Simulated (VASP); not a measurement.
# VH4 (Im-3m) in VASP: further runs

Aim: see how the results for VH4 move with the level of theory and the settings. Levels: PBE, LDA. Tasks: single point.

Program: VASP 6.6.1. These are calculated values, not measurements. Logs are shortened: lines on timing, memory, paths and dates and some standing lists are left out, and cuts for length are marked.

## 1. The cell of the first run

It takes space group Im-3m (No. 229, cubic). Conventional cell: a = 4.413 Å, b = 4.413 Å, c = 4.413 Å, α = 90.00°, β = 90.00°, γ = 90.00°. Within 2.5 Å of V (site symmetry m-3m) lie 8 H at 1.91 Å. Within 2.5 Å of H (site symmetry -3m) lie 2 V at 1.91 Å and 6 H at 2.21 Å.

The cell was built from a structure type or drawn by symmetry, and may not be a known phase.

## 2. Single point, PBE, collinear spin, ferromagnetic start

INCAR

```
PREC = Accurate
ENCUT = 500
EDIFF = 1E-6
ISMEAR = 0
SIGMA = 0.1
LREAL = F
LASPH = T
NELM = 200
ALGO = Normal
ISIF = 2
LWAVE = F
LCHARG = F
ISPIN = 2
MAGMOM = 2 0 0 0 0
LORBIT = 11
LMAXMIX = 4
GGA = PE
NBANDS = 20
GGA_COMPAT = F
```

KPOINTS

```
regular mesh
0
Gamma
  6 6 6
```

POSCAR

```
VH4
1.0
   -2.2064632900      2.2064632900      2.2064632900
    2.2064632900     -2.2064632900      2.2064632900
    2.2064632900      2.2064632900     -2.2064632900
V H
1 4
Direct
    0.0000000000      0.0000000000      0.0000000000
    0.0000000000      0.0000000000      0.5000000000
    0.5000000000      0.0000000000      0.0000000000
    0.5000000000      0.5000000000      0.5000000000
    0.0000000000      0.5000000000      0.0000000000
```

Potentials or basis: VASP PAW PBE potentials, release 64 (V_sv, H).

Run with:

```
$ cat potpaw_PBE.64/V_sv/POTCAR potpaw_PBE.64/H/POTCAR > POTCAR
$ mpirun -np 1 vasp_std > vasp.out
```

OUTCAR:

```text
PREC = Accurate
   ENCUT = 500
   EDIFF = 1E-6
   ISMEAR = 0
   LREAL = F
   LASPH = T
   NELM = 200
   ISIF = 2
   ISPIN = 2
   LORBIT = 11
   GGA = PE

 ion  position               nearest neighbor table
   1  0.000  0.000  0.000-
   2  0.000  0.000  0.500-
   3  0.500  0.000  0.000-
   4  0.500  0.500  0.500-
   5  0.000  0.500  0.000-

  LATTYP: Found a body centered cubic cell.
 ALAT       =     4.4129265800

  Lattice vectors:

 A1 = (  -2.2064632900,   2.2064632900,   2.2064632900)
 A2 = (   2.2064632900,  -2.2064632900,   2.2064632900)
 A3 = (   2.2064632900,   2.2064632900,  -2.2064632900)

Analysis of symmetry for initial positions (statically):
=====================================================================
 Subroutine PRICEL returns:
 Original cell was already a primitive cell.

 Routine SETGRP: Setting up the symmetry group for a
 body centered cubic supercell.

 Subroutine GETGRP returns: Found 48 space group operations
 (whereof 48 operations were pure point group operations)
 out of a pool of 48 trial point group operations.

The static configuration has the point symmetry O_h .

Analysis of symmetry for dynamics (positions and initial velocities):
=====================================================================
 Subroutine PRICEL returns:
 Original cell was already a primitive cell.

 Routine SETGRP: Setting up the symmetry group for a
 body centered cubic supercell.

 Subroutine GETGRP returns: Found 48 space group operations
 (whereof 48 operations were pure point group operations)
 out of a pool of 48 trial point group operations.

The dynamic configuration has the point symmetry O_h .

Analysis of structural, dynamic, and magnetic symmetry:
=====================================================================
 Subroutine PRICEL returns:
 Original cell was already a primitive cell.

 Routine SETGRP: Setting up the symmetry group for a
 body centered cubic supercell.

 Subroutine GETGRP returns: Found 48 space group operations
 (whereof 48 operations were pure point group operations)
 out of a pool of 48 trial point group operations.

The overall configuration has the point symmetry O_h .

 Subroutine INISYM returns: Found 48 space group operations
 (whereof 48 operations are pure point group operations),
 and found     1 'primitive' translations

----------------------------------------------------------------------------------------

                                     Primitive cell

  volume of cell :      42.9685

  direct lattice vectors                    reciprocal lattice vectors
    -2.206463290  2.206463290  2.206463290     0.000000000  0.226606988  0.226606988
     2.206463290 -2.206463290  2.206463290     0.226606988  0.000000000  0.226606988
     2.206463290  2.206463290 -2.206463290     0.226606988  0.226606988  0.000000000

  length of vectors
     3.821706523  3.821706523  3.821706523     0.320470676  0.320470676  0.320470676

  position of ions in fractional coordinates (direct lattice)
     0.000000000  0.000000000  0.000000000
     0.000000000  0.000000000  0.500000000
     0.500000000  0.000000000  0.000000000
     0.500000000  0.500000000  0.500000000
     0.000000000  0.500000000  0.000000000

  ion indices of the primitive-cell ions
   primitive index   ion index
                 1           1
                 2           2
                 3           3
                 4           4
                 5           5

----------------------------------------------------------------------------------------

 KPOINTS: regular mesh

Automatic generation of k-mesh.
 Grid dimensions read from file:
 generate k-points for:    6    6    6

 Generating k-lattice:

  Cartesian coordinates                     Fractional coordinates (reciprocal lattice)
     0.000000000  0.037767831  0.037767831     0.166666667  0.000000000  0.000000000
     0.037767831  0.000000000  0.037767831     0.000000000  0.166666667  0.000000000
     0.037767831  0.037767831  0.000000000     0.000000000  0.000000000  0.166666667

  Length of vectors
     0.053411779  0.053411779  0.053411779

  Shift w.r.t. Gamma in fractional coordinates (k-lattice)
     0.000000000  0.000000000  0.000000000

 Subroutine IBZKPT returns following result:
 ===========================================

 Found     16 irreducible k-points:

 Following reciprocal coordinates:
            Coordinates               Weight
  0.000000  0.000000  0.000000      1.000000
  0.166667  0.000000  0.000000     12.000000
  0.333333  0.000000  0.000000     12.000000
  0.500000  0.000000  0.000000      6.000000
  0.166667  0.166667  0.000000     24.000000
  0.333333  0.166667 -0.000000     48.000000
[... 8 lines left out ...]
  0.500000  0.500000  0.333333     12.000000
  0.500000  0.500000  0.500000      1.000000
   k-points           NKPTS =     16   k-points in BZ     NKDIM =     16   number of bands    NBANDS=     20
   number of dos      NEDOS =    301   number of ions     NIONS =      5
   total plane-waves  NPLWV =  21952
   dimension x,y,z NGX =    28 NGY =   28 NGZ =   28
   dimension x,y,z NGXF=    56 NGYF=   56 NGZF=   56
   ions per type =               1   4
   NGX,Y,Z   is equivalent  to a cutoff of  12.18, 12.18, 12.18 a.u.
   NGXF,Y,Z  is equivalent  to a cutoff of  24.36, 24.36, 24.36 a.u.
 SYSTEM =  unknown system
   PREC   = accura    normal or accurate (medium, high low for compatibility)
   ISTART =      0    job   : 0-new  1-cont  2-samecut
   ICHARG =      2    charge: 1-file 2-atom 10-const
   ISPIN  =      2    spin polarized calculation?
   LNONCOLLINEAR =      F non collinear calculations
   LSORBIT =      F    spin-orbit coupling
   LASPH  =      T    aspherical Exc in radial PAW
   ENCUT  =  500.0 eV  36.75 Ry    6.06 a.u.   6.97  6.97  6.97*2*pi/ulx,y,z
   NELM   =    200;   NELMIN=  2; NELMDL= -5     # of ELM steps
   EDIFF  = 0.1E-05   stopping-criterion for ELM
   LREAL  =      F    real-space projection
   EDIFFG = 0.1E-04   stopping-criterion for IOM
   NSW    =      0    number of steps for IOM
   IBRION =     -1    ionic relax: 0-MD 1-quasi-New 2-CG
   NFREE  =      0    steps in history (QN), initial steepest desc. (CG)
   ISIF   =      2    stress and relaxation
   ISYM   =      2    0-nonsym 1-usesym 2-fastsym
   POTIM  = 0.5000    time-step for ionic-motion
   TEBEG  =    0.0;   TEEND  =   0.0 temperature during run
   PSTRESS=    0.0 pullay stress
   NELECT =      17.0000    total number of electrons
   NUPDOWN=      -1.0000    fix difference up-down
   EMIN   =  10.00;   EMAX   =-10.00  energy-range for DOS
   EFERMI =   0.00;   METHOD = LEGACY
   ISMEAR =     0;   SIGMA  =   0.10  broadening in eV -4-tet -1-fermi 0-gaus
   EFERMI_NEDOS =   21; number of points for ismear=-14 and -15
   IALGO  =     38    algorithm
   IMIX   =      4    mixing-type and parameters
     AMIX     =   0.40;   BMIX     =  1.00
     AMIX_MAG =   1.60;   BMIX_MAG =  1.00
  volume/ion in A,a.u.               =       8.59        57.99
  Fermi-wavevector in a.u.,A,eV,Ry     =   1.201825  2.271119 19.652016  1.444382
  Thomas-Fermi vector in A             =   2.337623
   LORBIT       =     11    0 simple, 1 ext, 2 COOP (PROOUT), +10 PAW based schemes
   GGA     = PE    functional components
   LHFCALC =     F    Hartree Fock is set to
   AEXX    =    0.0000 exact exchange contribution
   IVDW    =     0    specifies the selected vdW correction
   LEPSILON=     F    determine dielectric tensor
   LRPA    =     F    only Hartree local field effects (RPA)
 spin polarized calculation
 Gauss-broadening in eV      SIGMA  =   0.10
  energy-cutoff  :      500.00
  volume of cell :       42.97
 maximum number of plane-waves:      1106
   NGX = 13   NGY = 13   NGZ = 13

 number of electron      16.9999996 magnetization       1.5409713

 Free energy of the ion-electron system (eV)
  ---------------------------------------------------
  ext. energy  EPLUGINS =         0.00000000
  ---------------------------------------------------
  free energy    TOTEN  =       -20.00464254 eV

  energy without entropy =      -19.97658480  energy(sigma->0) =      -19.99061367

 E-fermi :   1.0046     XC(G=0):  -9.2386

 val. band max:        0.9940845621   @ k =   0.1667   0.0000   0.0000
 cond. band min:       1.0152489209   @ k =   0.3333   0.1667   0.1667
 fundamental gap:      0.0211643588
 Fermi energy:         1.0046478635

 spin component 1

 k-point     1 :       0.0000    0.0000    0.0000
  band No.  band energies     occupation
      1     -63.8556      1.00000
      2     -37.6502      1.00000
      3     -37.6502      1.00000
      4     -37.6502      1.00000
      5      -6.4661      1.00000
      6      -1.4173      1.00000
[... 12 lines left out ...]
     19      12.1321      0.00000
[... 328 lines left out ...]
      3     -37.6677      1.00000
      4     -37.6677      1.00000
      5      -1.4734      1.00000
      6      -1.4734      1.00000
[... 12 lines left out ...]
     19      19.9598      0.00000
     20      20.7504      0.00000
 Fermi energy:         1.0046478635

 spin component 2

 k-point     1 :       0.0000    0.0000    0.0000
  band No.  band energies     occupation
      1     -62.3944      1.00000
      2     -36.2013      1.00000
      3     -36.2013      1.00000
      4     -36.2013      1.00000
      5      -6.2913      1.00000
      6      -1.0563      1.00000
[... 12 lines left out ...]
     19      12.1686      0.00000
[... 329 lines left out ...]
      4     -36.2212      1.00000
      5      -1.4396      1.00000
      6      -1.4396      1.00000
[... 12 lines left out ...]
     19      20.1190      0.00000
     20      21.5585      0.00000

------------------------ aborting loop because EDIFF is reached ----------------------------------------

  FORCE on cell =-STRESS in cart. coord.  units (eV):
  Direction    XX          YY          ZZ          XY          YZ          ZX
  --------------------------------------------------------------------------------------
  -------------------------------------------------------------------------------------
  Total       -3.5441084     -3.5441084     -3.5441084      0.0000000      0.0000000      0.0000000
  in kB     -132.1500935   -132.1500935   -132.1500935      0.0000000      0.0000000      0.0000000
  external PRESSURE =    -132.1500935 kB  Pullay stress =       0.0000000 kB

 VOLUME and BASIS-vectors are now :
 -----------------------------------------------------------------------------
  energy-cutoff  :      500.00
  volume of cell :       42.97
      direct lattice vectors                 reciprocal lattice vectors
    -2.206463290  2.206463290  2.206463290     0.000000000  0.226606988  0.226606988
     2.206463290 -2.206463290  2.206463290     0.226606988  0.000000000  0.226606988
     2.206463290  2.206463290 -2.206463290     0.226606988  0.226606988  0.000000000

 POSITION                                       TOTAL-FORCE (eV/Angst)
 -----------------------------------------------------------------------------------
      0.00000      0.00000      0.00000         0.000000     -0.000000      0.000000
      1.10323      1.10323     -1.10323        -0.000000     -0.000000     -0.000000
     -1.10323      1.10323      1.10323         0.000000      0.000000      0.000000
      1.10323      1.10323      1.10323        -0.000000      0.000000     -0.000000
      1.10323     -1.10323      1.10323        -0.000000     -0.000000     -0.000000
 -----------------------------------------------------------------------------------
    total drift:                               -0.000000     -0.000000     -0.000000

  FREE ENERGIE OF THE ION-ELECTRON SYSTEM (eV)
  ---------------------------------------------------
  free  energy   TOTEN  =       -20.0046425438 eV

  energy  without entropy=      -19.9765848015  energy(sigma->0) =      -19.99061367

 total charge

# of ion       s       p       d       tot
------------------------------------------
    1        2.226   6.159   2.857  11.241
    2        0.506   0.005   0.000   0.511
    3        0.506   0.005   0.000   0.511
    4        0.506   0.005   0.000   0.511
    5        0.506   0.005   0.000   0.511
--------------------------------------------------
tot          4.248   6.179   2.857  13.284

 magnetization (x)

# of ion       s       p       d       tot
------------------------------------------
    1        0.015   0.006   1.409   1.430
    2       -0.014   0.001   0.000  -0.013
    3       -0.014   0.001   0.000  -0.013
    4       -0.014   0.001   0.000  -0.013
    5       -0.014   0.001   0.000  -0.013
--------------------------------------------------
tot         -0.042   0.012   1.409   1.379
```

It took 14 s on 1 thread of Intel Xeon 6975P-C (Granite Rapids), shared host; peak memory 0.17 GiB.

What came out:

```yaml
Free_energy: -20.0046 eV
Pressure: -13.2 GPa
Net_moment: 1.54 μB per cell
Site_moments: V +1.43; H -0.01 μB
Valence_electrons_inside_the_program's_atomic_spheres: V 11.24; H 0.51
```

Caveat: the cell stands under tension.

## 3. Single point, LDA, collinear spin, ferromagnetic start

This run uses another cell than the first one, of 6.94 Å³/atom.

INCAR

```
SYSTEM = VH4
ALGO = Normal
EDIFF = 1E-6
ENCUT = 500
GGA = CA
GGA_COMPAT = .FALSE.
ISIF = 2
ISMEAR = 0
ISPIN = 2
LASPH = .TRUE.
LCHARG = .FALSE.
LMAXMIX = 4
LORBIT = 11
LREAL = .FALSE.
LWAVE = .FALSE.
MAGMOM = 0.96 0 0 0 0
NBANDS = 20
NELM = 200
PREC = Accurate
SIGMA = 0.1
```

KPOINTS

```
k-points
0
G
  14 14 14
  0 0 0
```

Edit POSCAR of step 2 so:

```diff
@@ -2,5 +2,5 @@
 1.0
-   -2.2064632900      2.2064632900      2.2064632900
-    2.2064632900     -2.2064632900      2.2064632900
-    2.2064632900      2.2064632900     -2.2064632900
+   -2.0542725669      2.0542725669      2.0542725669
+    2.0542725669     -2.0542725669      2.0542725669
+    2.0542725669      2.0542725669     -2.0542725669
 V H
```

Potentials or basis: VASP PAW LDA potentials, release 64 (V_sv, H).

Run with:

```
$ cat potpaw_LDA.64/V_sv/POTCAR potpaw_LDA.64/H/POTCAR > POTCAR
$ mpirun -np 1 vasp_std > vasp.out
```

Wall time 63 s (1 thread of Intel Xeon 6975P-C (Granite Rapids), shared host); peak memory 0.22 GiB.

The run converged. Its results:

| Property | Result |
| --- | --- |
| Free energy | -21.8443 eV |
| Pressure | -7.4 GPa |
| Net moment | 0.94 μB per cell |
| Site moments | V +0.84; H -0.00 μB |
| Valence electrons inside the program's atomic spheres | V 11.51; H 0.54 |

Levels at points of the mesh, in eV from the Fermi level:
Spin up:
```csv
k point,band 5,band 6,band 7,band 8,band 9,band 10,band 11,band 12,band 13,band 14
"(0.00, 0.00, 0.00)",-9.02,-3.21,-3.21,-3.21,0.22,0.22,7.57,7.57,7.57,11.27
"(0.50, 0.00, 0.00)",-5.87,-4.73,-3.81,-0.13,0.21,0.42,0.45,1.31,6.92,7.99
"(0.50, 0.50, 0.50)",-2.93,-2.93,-2.93,-1.54,-1.54,0.31,0.31,0.31,5.07,5.09
```
Spin down:
| k point | band 4 | band 5 | band 6 | band 7 | band 8 | band 9 | band 10 | band 11 | band 12 | band 13 |
| --- | --- | --- | --- | --- | --- | --- | --- | --- | --- | --- |
| (0.00, 0.00, 0.00) | -37.53 | -8.89 | -2.92 | -2.92 | -2.92 | 1.12 | 1.12 | 7.91 | 7.91 | 7.91 |
| (0.50, 0.00, 0.00) | -37.53 | -5.70 | -4.62 | -3.55 | 0.51 | 0.70 | 1.00 | 1.10 | 1.82 | 7.30 |
| (0.50, 0.50, 0.50) | -37.58 | -2.84 | -2.84 | -2.84 | -0.90 | -0.90 | 0.85 | 0.85 | 0.85 | 5.09 |

Caveat: the cell stands under tension.
